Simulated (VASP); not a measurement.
The system is C.

```
CELL_PARAMETERS angstrom
1.22805 -2.12706 0.00000
1.22805 2.12706 0.00000
0.00000 0.00000 7.17327
ATOMIC_POSITIONS crystal
C 0.08338 0.91662 0.75314
C 0.58338 0.41662 0.24686
C 0.91662 0.08338 0.24686
C 0.41662 0.58338 0.75314
```

| Quantity | Value |
| --- | --- |
| Program | VASP 6.6.1 |
| Task | relaxation of cell and atoms |
| Functional | LDA |
| Potentials or basis | VASP PAW LDA potentials, release 64 (C) |
| Cutoff | 600 eV |
| k mesh | 3 × 3 × 1 |
| Occupations | gaussian, width 0.1 eV |
| Spin | no spin polarisation |

At the start: pressure -1.9 GPa; volume 9.37 Å³/atom.

Task: Where does the relaxation end?

Result: Over 49 steps the energy falls by 31.7 meV/atom and the volume is 8.00 Å³/atom (-14.6 %); space group Fmmm (No. 69, to 0.05 Å).

Step by step:
```tsv
step	energy change (eV)	largest force (eV/Å)	pressure (GPa)	volume (Å³)
1	0.0000	0.0943	-1.89	37.48
3	-0.0178	0.5411	-0.55	36.49
5	-0.0339	0.2150	-0.61	35.94
7	-0.0569	0.2456	-0.76	34.89
9	-0.1170	0.0845	-2.27	32.97
11	-0.1223	0.1725	-2.54	32.43
13	-0.1253	0.0199	-1.08	32.02
15	-0.1257	0.0278	-0.06	31.90
17	-0.1257	0.0196	0.11	31.89
19	-0.1258	0.0204	0.26	31.90
21	-0.1261	0.0278	0.23	31.97
23	-0.1261	0.0522	0.21	32.03
25	-0.1262	0.0193	0.10	32.06
27	-0.1262	0.0249	-0.03	32.09
29	-0.1262	0.0215	-0.01	32.09
31	-0.1263	0.0190	-0.05	32.09
33	-0.1263	0.0253	-0.33	32.12
35	-0.1263	0.0116	-0.22	32.11
37	-0.1264	0.0115	0.00	32.08
39	-0.1265	0.0077	0.02	32.07
41	-0.1266	0.0659	0.14	32.02
43	-0.1267	0.0382	0.09	32.00
45	-0.1267	0.0106	0.07	31.98
47	-0.1267	0.0152	0.09	31.99
49	-0.1267	0.0054	0.00	32.00
```

Final structure:
```cif
data_structure
_symmetry_space_group_name_H-M 'P 1'
_symmetry_Int_Tables_number 1
_cell_length_a 2.4477
_cell_length_b 2.4477
_cell_length_c 6.1380
_cell_angle_alpha 90.000
_cell_angle_beta 90.000
_cell_angle_gamma 119.522
_cell_volume 32.00
loop_
_atom_site_label
_atom_site_type_symbol
_atom_site_fract_x
_atom_site_fract_y
_atom_site_fract_z
_atom_site_occupancy
C1 C 0.08271 0.91729 0.74995 1
C2 C 0.58271 0.41729 0.25005 1
C3 C 0.91729 0.08271 0.25005 1
C4 C 0.41729 0.58271 0.74995 1
```

Caveat: the k points lie up to 1.02 Å⁻¹ apart in the final cell.
